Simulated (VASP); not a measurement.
A run of VASP 6.6.1:

The input INCAR:

```
PREC     = Accurate       # precision mode
ENCUT    = 520            # plane-wave cutoff, eV
EDIFF    = 1E-6           # SCF threshold, eV
ISMEAR   = 0              # smearing method
SIGMA    = 0.2            # smearing width, eV
LREAL    = F              # projectors in reciprocal space
LASPH    = T              # aspherical terms in the spheres
NELM     = 60             # most SCF steps
ALGO     = Fast           # electronic algorithm
ISIF     = 2              # what is computed and relaxed
LWAVE    = F              # write WAVECAR
LCHARG   = F              # write CHGCAR
GGA      = PE             # functional
NBANDS   = 37             # bands
```

The input KPOINTS:

```
regular mesh
0
Gamma
  6 6 2
```

The input POSCAR:

```
MgGa3As3
1.0
    3.8393429592      0.0013044918     -0.0059743593
    0.0013907299      4.1125768484     -0.0030033774
   -0.0154602091     -0.0074499912     10.2966656943
Mg Ga As
1 3 3
Direct
    0.5004576111      0.0350002134      0.0001320800
    0.4996086800      0.5185821667      0.1978748943
    0.5000755767      0.5167207073      0.8022058180
   -0.0000779824     -0.1375549913      0.4997857891
    0.4993221917      0.0146373424      0.3363578826
    0.0002706979      0.5408356876     -0.0001011461
    0.5003432250      0.0117788738      0.6637446821
```

Potentials or basis: VASP PAW PBE potentials, release 64 (Mg, Ga_d, As).

Launch:

```console
$ cat potpaw_PBE.64/Mg/POTCAR potpaw_PBE.64/Ga_d/POTCAR potpaw_PBE.64/As/POTCAR > POTCAR
$ mpirun -np 1 vasp_std > vasp.out
```

Hardware: 1 thread of Intel(R) Xeon(R) 6975P-C (Granite Rapids), with other jobs on the host.

Question: Estimate the wall time of this run.

Answer: Run time: 2.4 min on 1 thread of Intel(R) Xeon(R) 6975P-C (Granite Rapids), on a shared host, peak memory 0.39 GiB. Counts: scf iterations 14, k points 40.
